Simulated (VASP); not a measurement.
A run of VASP 6.6.1:

INCAR

```
ALGO = Normal ; EDIFF = 1E-7
ENCUT = 520 ; GGA = PE
ISIF = 2 ; ISMEAR = -1
LASPH = T ; LCHARG = F
LREAL = F ; LWAVE = F
NBANDS = 15 ; NELM = 100
PREC = Accurate ; SIGMA = 0.02
```

The input KPOINTS:

```
k-points
0
Gamma
  6 6 6
```

Contents of POSCAR:

```
KBr
1.0
    0.0000000000      3.4343377188      3.2741773672
    3.4343377188      0.0000000000      3.2741773672
    3.4343377188      3.4343377188      0.0000000000
K Br
1 1
Direct
    0.0000000000      0.0000000000      0.0000000000
    0.5000000000      0.5000000000      0.5000000000
```

Potentials or basis: VASP PAW PBE potentials, release 64 (K_sv, Br).

Command:

```sh
$ cat potpaw_PBE.64/K_sv/POTCAR potpaw_PBE.64/Br/POTCAR > POTCAR
$ mpirun -np 1 vasp_std > vasp.out
```

Hardware: 1 thread of Intel(R) Xeon(R) 6975P-C (Granite Rapids) (shared host).

Question: How long does it take, and how much memory?

Answer: It took 17 s on 1 thread of Intel(R) Xeon(R) 6975P-C (Granite Rapids), on a shared host, peak memory 0.21 GiB. Counts: scf iterations 13, k points 30.
